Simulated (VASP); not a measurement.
# TiW2 (P-3m1) in VASP: further runs, part 2 of 2

VASP 6.6.1. The steps go on from the part before.

**3. Single point, PBE (14.65 Å³/atom)**

This run uses another cell than the first one, of 14.65 Å³/atom.

INCAR

```
SYSTEM = TiW2
PREC     = Accurate       ! precision mode
ENCUT    = 520            ! plane-wave cutoff, eV
EDIFF    = 1E-6           ! SCF threshold, eV
ISMEAR   = 0              ! smearing method
SIGMA    = 0.1            ! smearing width, eV
LREAL    = .FALSE.        ! projectors in reciprocal space
LASPH    = .TRUE.         ! aspherical terms in the spheres
NELM     = 100            ! most SCF steps
ALGO     = Fast           ! electronic algorithm
ISIF     = 2              ! what is computed and relaxed
LWAVE    = .FALSE.        ! write WAVECAR
LCHARG   = .FALSE.        ! write CHGCAR
GGA      = PE             ! functional
NBANDS   = 27             ! bands
```

KPOINTS

```
Automatic mesh
0
G
  12 12 16
  0 0 0
```

POSCAR

```
TiW2
1.0
    4.3459480027      0.0000000000      0.0000000000
   -2.1729740014      3.7637013739      0.0000000000
    0.0000000000      0.0000000000      2.6872577886
Ti W
1 2
Direct
    0.0000000000      0.0000000000      0.0000000000
    0.3333333333      0.6666666667      0.3428650567
    0.6666666667      0.3333333333      0.6571349433
```

Potentials or basis: VASP PAW PBE potentials, release 64 (Ti_sv, W_sv).

On the command line:

```
$ cat potpaw_PBE.64/Ti_sv/POTCAR potpaw_PBE.64/W_sv/POTCAR > POTCAR
$ mpirun -np 1 vasp_std > vasp.out
```

OUTCAR:

```text
SYSTEM = TiW2
   PREC = Accurate
   ENCUT = 520
   EDIFF = 1E-6
   ISMEAR = 0
   LREAL = .FALSE.
   LASPH = .TRUE.
   NELM = 100
   ISIF = 2
   GGA = PE

 ion  position               nearest neighbor table
   1  0.000  0.000  0.000-   2 2.67   3 2.67   3 2.67   2 2.67   3 2.67   2 2.67   3 3.07   2 3.07
                             3 3.07   2 3.07   3 3.07   2 3.07
   2  0.333  0.667  0.343-   3 2.65   3 2.65   3 2.65   1 2.67   1 2.67   1 2.67   1 3.07   1 3.07
                             1 3.07   3 3.11   3 3.11   3 3.11
   3  0.667  0.333  0.657-   2 2.65   2 2.65   2 2.65   1 2.67   1 2.67   1 2.67   1 3.07   1 3.07
                             1 3.07   2 3.11   2 3.11   2 3.11

  LATTYP: Found a hexagonal cell.
 ALAT       =     4.3459480027
 C/A-ratio  =     0.6183363876

  Lattice vectors:

 A1 = (   4.3459480027,   0.0000000000,   0.0000000000)
 A2 = (  -2.1729740014,   3.7637013739,   0.0000000000)
 A3 = (   0.0000000000,   0.0000000000,   2.6872577886)

Analysis of symmetry for initial positions (statically):
=====================================================================
 Subroutine PRICEL returns:
 Original cell was already a primitive cell.

 Routine SETGRP: Setting up the symmetry group for a
 hexagonal supercell.

 Subroutine GETGRP returns: Found 12 space group operations
 (whereof 12 operations were pure point group operations)
 out of a pool of 24 trial point group operations.

The static configuration has the point symmetry D_3d.

Analysis of symmetry for dynamics (positions and initial velocities):
=====================================================================
 Subroutine PRICEL returns:
 Original cell was already a primitive cell.

 Routine SETGRP: Setting up the symmetry group for a
 hexagonal supercell.

 Subroutine GETGRP returns: Found 12 space group operations
 (whereof 12 operations were pure point group operations)
 out of a pool of 24 trial point group operations.

The dynamic configuration has the point symmetry D_3d.

[... 113 lines left out ...]
   EMIN   =  10.00;   EMAX   =-10.00  energy-range for DOS
   EFERMI =   0.00;   METHOD = LEGACY
   ISMEAR =     0;   SIGMA  =   0.10  broadening in eV -4-tet -1-fermi 0-gaus
   EFERMI_NEDOS =   21; number of points for ismear=-14 and -15
   IALGO  =     68    algorithm
   IMIX   =      4    mixing-type and parameters
     AMIX     =   0.40;   BMIX     =  1.00
     AMIX_MAG =   1.60;   BMIX_MAG =  1.00
  volume/ion in A,a.u.               =      14.65        98.87
  Fermi-wavevector in a.u.,A,eV,Ry     =   1.586445  2.997947 34.243270  2.516809
  Thomas-Fermi vector in A             =   2.685755
   LORBIT       =      0    0 simple, 1 ext, 2 COOP (PROOUT), +10 PAW based schemes
   GGA     = PE    functional components
   LHFCALC =     F    Hartree Fock is set to
   AEXX    =    0.0000 exact exchange contribution
   IVDW    =     0    specifies the selected vdW correction
   LEPSILON=     F    determine dielectric tensor
   LRPA    =     F    only Hartree local field effects (RPA)
 non-spin polarized calculation
 RMM-DIIS sequential band-by-band and
 Gauss-broadening in eV      SIGMA  =   0.10
  energy-cutoff  :      520.00
  volume of cell :       43.96
 maximum number of plane-waves:      1206
   NGX = 17   NGY = 17   NGZ =  9

 number of electron      39.9999995 magnetization

 Free energy of the ion-electron system (eV)
  ---------------------------------------------------
  ext. energy  EPLUGINS =         0.00000000
  ---------------------------------------------------
  free energy    TOTEN  =       -33.63805848 eV

  energy without entropy =      -33.62251304  energy(sigma->0) =      -33.63028576

 E-fermi :  11.2458     XC(G=0): -13.5188

 val. band max:       11.2424187503   @ k =   0.2500   0.0833   0.3750
 cond. band min:      11.2516987982   @ k =   0.4167   0.0000   0.1250
 fundamental gap:      0.0092800479
 Fermi energy:        11.2457604088

 k-point     1 :       0.0000    0.0000    0.0000
  band No.  band energies     occupation
      1     -62.0682      2.00000
      2     -61.9152      2.00000
      3     -44.8264      2.00000
      4     -26.7065      2.00000
      5     -26.7065      2.00000
      6     -25.9451      2.00000
[... 709 lines left out ...]
     26      14.7434      0.00000
     27      15.3214      0.00000

 [... further k-points ...]
[... 5 lines left out ...]
  --------------------------------------------------------------------------------------
  -------------------------------------------------------------------------------------
  Total        7.1490780      7.1490780      7.1658752     -0.0000000      0.0000000     -0.0000000
  in kB      260.5863165    260.5863165    261.1985776     -0.0000000      0.0000000     -0.0000000
  external PRESSURE =     260.7904036 kB  Pullay stress =       0.0000000 kB

 VOLUME and BASIS-vectors are now :
 -----------------------------------------------------------------------------
  energy-cutoff  :      520.00
  volume of cell :       43.96
      direct lattice vectors                 reciprocal lattice vectors
     4.345948003  0.000000000  0.000000000     0.230099394  0.132847947  0.000000000
    -2.172974001  3.763701374  0.000000000     0.000000000  0.265695894  0.000000000
     0.000000000  0.000000000  2.687257789     0.000000000  0.000000000  0.372126561

 POSITION                                       TOTAL-FORCE (eV/Angst)
 -----------------------------------------------------------------------------------
      0.00000      0.00000      0.00000         0.000000      0.000000      0.000000
     -0.00000      2.50913      0.92137        -0.000000     -0.000000     -0.012400
      2.17297      1.25457      1.76589         0.000000      0.000000      0.012400
 -----------------------------------------------------------------------------------
    total drift:                               -0.000000      0.000000      0.000000

  FREE ENERGIE OF THE ION-ELECTRON SYSTEM (eV)
  ---------------------------------------------------
  free  energy   TOTEN  =       -33.6380584811 eV

  energy  without entropy=      -33.6225130444  energy(sigma->0) =      -33.63028576
```

stdout:

```text
POSCAR found type information on POSCAR TiW
 POSCAR found :  2 types and       3 ions
 scaLAPACK will be used
 LDA part: xc-table for (Slater+PW92), standard interpolation
 POSCAR, INCAR and KPOINTS ok, starting setup
 FFT: planning ... GRIDC
 FFT: planning ... GRID_SOFT
 FFT: planning ... GRID
 WAVECAR not read
 entering main loop
WARNING in EDDRMM: call to ZHEGV failed, returncode =   8  4     20
WARNING in EDDRMM: call to ZHEGV failed, returncode =   6  3     14
WARNING in EDDRMM: call to ZHEGV failed, returncode =   6  3     14
WARNING in EDDRMM: call to ZHEGV failed, returncode =   8  4     12
WARNING in EDDRMM: call to ZHEGV failed, returncode =   6  3     14
WARNING in EDDRMM: call to ZHEGV failed, returncode =   8  4     22
WARNING in EDDRMM: call to ZHEGV failed, returncode =   6  3      9
WARNING in EDDRMM: call to ZHEGV failed, returncode =   6  3     10
WARNING in EDDRMM: call to ZHEGV failed, returncode =   8  4     16
WARNING in EDDRMM: call to ZHEGV failed, returncode =   6  3     22
WARNING in EDDRMM: call to ZHEGV failed, returncode =   8  4     23
WARNING in EDDRMM: call to ZHEGV failed, returncode =   8  4     23
WARNING in EDDRMM: call to ZHEGV failed, returncode =   8  4     23
WARNING in EDDRMM: call to ZHEGV failed, returncode =   8  4     14
WARNING in EDDRMM: call to ZHEGV failed, returncode =   8  4     13
WARNING in EDDRMM: call to ZHEGV failed, returncode =   6  3     22
WARNING in EDDRMM: call to ZHEGV failed, returncode =   6  3     16
```

Wall time 6.9 min (1 thread of Intel Xeon Platinum 8259CL at 2.50GHz (Skylake/Cascade Lake), shared host); peak memory 0.37 GiB.

Results:

```
Free energy            : -33.6381 eV
Pressure               : 26.1 GPa
Largest force          : 0.012 eV/Å
Band gap on the k mesh : zero (bands 20 and 21 overlap by 1.38 eV)
```

Forces on the atoms (eV/Å):
```
Ti   0.000  0.000  0.000
W    0.000  0.000 -0.012
W    0.000  0.000  0.012
```

Caveat: the cell stands under pressure; spin-orbit coupling is left out, which moves the levels of the heavy elements.

**4. Single point, PBE (15.13 Å³/atom)**

This run uses another cell than the first one, of 15.13 Å³/atom.

INCAR

```
  PREC = Accurate
  ENCUT = 520
  EDIFF = 1E-6
  ISMEAR = 0
  SIGMA = 0.1
  LREAL = F
  LASPH = T
  NELM = 80
  ALGO = Fast
  ISIF = 2
  LWAVE = F
  LCHARG = F
  GGA = PE
  NBANDS = 27
```

KPOINTS

```
regular mesh
0
Gamma
  12 12 16
```

POSCAR

```
TiW2
1.0
    4.3939534724      0.0000000000      0.0000000000
   -2.1969767362      3.8052753301      0.0000000000
    0.0000000000      0.0000000000      2.7155258143
Ti W
1 2
Direct
    0.0000000000      0.0000000000      0.0000000000
    0.3333333333      0.6666666667      0.3450788939
    0.6666666667      0.3333333333      0.6549211061
```

On the command line:

```
$ cat potpaw_PBE.64/Ti_sv/POTCAR potpaw_PBE.64/W_sv/POTCAR > POTCAR
$ mpirun -np 1 vasp_std > vasp.out
```

Run time: 11 min. Hardware: 1 thread of Intel Xeon Platinum 8259CL at 2.50GHz (Skylake/Cascade Lake), shared host; peak memory 0.39 GiB.

It converged, with:

| Property | Result |
| --- | --- |
| Free energy | -33.8287 eV |
| Pressure | 16.2 GPa |
| Largest force | 0.010 eV/Å |
| Band gap on the k mesh | zero (bands 20 and 21 overlap by 1.27 eV) |

Forces on the atoms (eV/Å):
```
Ti   0.000  0.000  0.000
W    0.000  0.000 -0.010
W    0.000  0.000  0.010
```

Levels at points of the mesh, in eV from the Fermi level:
```csv
k point,band 16,band 17,band 18,band 19,band 20,band 21,band 22,band 23,band 24,band 25
"(0.00, 0.00, 0.00)",-2.01,-2.01,-1.30,-1.30,0.15,0.15,0.45,3.08,3.08,3.52
"(0.50, 0.00, 0.00)",-2.39,-1.99,-1.89,-0.70,-0.20,1.62,2.10,2.19,3.03,3.38
"(0.00, 0.00, 0.50)",-2.66,-2.66,-2.34,-1.50,-1.50,3.50,3.50,3.69,3.69,5.04
"(0.50, 0.00, 0.50)",-2.44,-2.32,-1.83,-1.44,-0.11,1.52,2.50,2.65,3.10,3.85
```

Caveat: the cell stands under pressure; spin-orbit coupling is left out, which moves the levels of the heavy elements.

**5. Summary**

| cell | further INCAR settings | gap on the mesh (eV) | pressure (GPa) | largest force (eV/Å) |
| --- | --- | --- | --- | --- |
| a = 4.297, b = 4.297, c = 2.659 Å, angles 90.0, 90.0, 120.0°, 3 atoms | ALGO = Fast; EDIFF = 1e-07; NBANDS = 27 | none | 37.7 | 0.02 |
| a = 4.346, b = 4.346, c = 2.687 Å, angles 90.0, 90.0, 120.0°, 3 atoms | ALGO = Fast; EDIFF = 1e-06; NBANDS = 27 | none | 26.1 | 0.01 |
| a = 4.394, b = 4.394, c = 2.716 Å, angles 90.0, 90.0, 120.0°, 3 atoms | ALGO = Fast; EDIFF = 1e-06; NBANDS = 27 | none | 16.2 | 0.01 |

Alike in all rows: task single point; level PBE; potentials or basis VASP PAW PBE potentials, release 64 (Ti_sv, W_sv); no spin polarisation; k mesh 12 × 12 × 16; cutoff (eV) 520; smearing gaussian 0.1 eV.

Caveats: the cell stands under pressure; spin-orbit coupling is left out, which moves the levels of the heavy elements.

Absolute energies hang on the potentials; compare differences alone.
